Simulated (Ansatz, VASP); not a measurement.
HfSiO4: VASP beside Ansatz

The input INCAR:

```
SYSTEM = HfSiO4
ALGO     = Normal         ! electronic algorithm
EDIFF    = 1E-7           ! SCF threshold, eV
EDIFFG   = -0.04          ! ionic threshold
ENCUT    = 600            ! plane-wave cutoff, eV
GGA      = PE             ! functional
GGA_COMPAT= .FALSE.      
IBRION   = 2              ! ionic algorithm
ISIF     = 3              ! what is computed and relaxed
ISMEAR   = 0              ! smearing method
LASPH    = .TRUE.         ! aspherical terms in the spheres
LCHARG   = .FALSE.        ! write CHGCAR
LREAL    = .FALSE.        ! projectors in reciprocal space
LWAVE    = .FALSE.        ! write WAVECAR
NELM     = 120            ! most SCF steps
NELMIN   = 4            
NSW      = 90             ! ionic steps
PREC     = Accurate       ! precision mode
SIGMA    = 0.1            ! smearing width, eV
```

Contents of KPOINTS:

```
k-points
0
G
  4 4 6
  0 0 0
```

The input POSCAR:

```
HfSiO4
1.0
    3.3543513700     -3.3543513700      0.0000000000
    3.3543513700      3.3543513700      0.0000000000
    0.0000000000      0.0000000000      3.1589586700
Hf Si O
1 1 4
Direct
    0.0000000000      0.0000000000      0.0000000000
    0.5000000000      0.5000000000      0.5000000000
    0.1949551200      0.1949551200      0.5000000000
    0.6949551200      0.3050448800      0.0000000000
    0.3050448800      0.6949551200      0.0000000000
    0.8050448800      0.8050448800      0.5000000000
```

Input for Ansatz:

```yaml
crystal:
  lattice:
    - [3.35435137, -3.35435137, 0.0]
    - [3.35435137, 3.35435137, 0.0]
    - [0.0, 0.0, 3.15895867]
  atoms:
    - { symbol: Hf, position: [0.0, 0.0, 0.0] }
    - { symbol: Si, position: [0.5, 0.5, 0.5] }
    - { symbol: O, position: [0.19495512, 0.19495512, 0.5] }
    - { symbol: O, position: [0.69495512, 0.30504488, 0.0] }
    - { symbol: O, position: [0.30504488, 0.69495512, 0.0] }
    - { symbol: O, position: [0.80504488, 0.80504488, 0.5] }
basis:
  ecutwfc: 420
kpoints:
  mp_grid: { grid: [4, 4, 6] }
hamiltonian:
  xc: pbe
scf:
  occupations: { method: gaussian, width: 0.1 }
  lower_state_search: "off"
output:
  forces: true
  stress: true
  eigenvalues: true
relax:
  adjacent_minimum: "off"
  f_tol: 0.04
  max_steps: 70
  cell: { stress_tol: 0.4 }
```

Alike in both runs: task relaxation of cell and atoms; functional PBE; k mesh 4 × 4 × 6; occupations gaussian, width 0.1 eV; no spin polarisation.

|  | VASP | Ansatz |
| --- | --- | --- |
| version | VASP 6.6.1 | Ansatz 0.2.0 |
| potentials or method | VASP PAW PBE potentials, release 64 (Hf_pv, Si, O), cutoff 600 eV | scalar-relativistic, plane waves, PAW |
| valence electrons in the cell | 38 | 54 |

```tsv
	VASP	Ansatz	Ansatz less VASP
gap on the k mesh at the Fermi level, each at its own relaxed structure (eV)	1.84	1.81	-0.023
relaxed volume (Å³/atom)	10.35	10.42	+0.064
relaxed length of the cell vector where the two differ most in proportion (Å)	4.574	4.585	+0.0111
```

VASP's potentials hold 38 valence electrons a cell and Ansatz's 54, so a difference there can come from the potentials and not from the codes.

Neither program's run includes spin-orbit coupling.
